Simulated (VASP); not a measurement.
Here is a VASP 6.6.1 calculation.

POSCAR

```
CdF2
1.0
    0.0673544420      2.6941776810      2.6941776810
    2.6941776810      0.0673544420      2.6941776810
    2.7615321231      2.7615321231      0.0000000001
Cd F
1 2
Direct
    0.0000000000      0.0000000000      0.0000000000
    0.2471721068      0.2471721068      0.2528278932
    0.7528278932      0.7528278932      0.7471721068
```

The input INCAR.step1:

```
ALGO     = Normal         # electronic algorithm
EDIFF    = 1E-4           # SCF threshold, eV
ENCUT    = 520            # plane-wave cutoff, eV
GGA      = PE             # functional
ISMEAR   = 0              # smearing method
LASPH    = T              # aspherical terms in the spheres
LCHARG   = F              # write CHGCAR
LREAL    = F              # projectors in reciprocal space
LWAVE    = T              # write WAVECAR
NBANDS   = 20             # bands
NELM     = 60             # most SCF steps
PREC     = Accurate       # precision mode
SIGMA    = 0.01           # smearing width, eV
```

Contents of INCAR.step2:

```
ALGO     = Normal         # electronic algorithm
EDIFF    = 1E-6           # SCF threshold, eV
ENCUT    = 520            # plane-wave cutoff, eV
ISIF     = 2              # what is computed and relaxed
ISMEAR   = 0              # smearing method
ISTART   = 1            
LASPH    = T              # aspherical terms in the spheres
LCHARG   = F              # write CHGCAR
LMIXTAU  = T            
LREAL    = F              # projectors in reciprocal space
LWAVE    = F              # write WAVECAR
METAGGA  = R2SCAN         # meta-GGA
NBANDS   = 20             # bands
NELM     = 60             # most SCF steps
PREC     = Accurate       # precision mode
SIGMA    = 0.01           # smearing width, eV
```

Contents of KPOINTS:

```
k-points
0
Gamma
  8 8 8
```

Potentials or basis: VASP PAW PBE potentials, release 64 (Cd, F).

Run with:

```console
$ cat potpaw_PBE.64/Cd/POTCAR potpaw_PBE.64/F/POTCAR > POTCAR
$ cp INCAR.step1 INCAR
$ mpirun -np 1 vasp_std > vasp.out
$ cp INCAR.step2 INCAR
$ mpirun -np 1 vasp_std > vasp.out
```

(1) What does it give for the largest force?

(2) What does it give for the pressure?

(3) What does it give for the band gap on the k mesh?

## Answers

(1) 0.021 eV/Å.

(2) 1.2 GPa.

(3) 3.75 eV (least direct gap 4.16 eV).

Caveat: the cell differs from its parent crystal (shear xy strain +5.0%); the PAW data sets were made with another functional, which shifts forces and pressure a little.
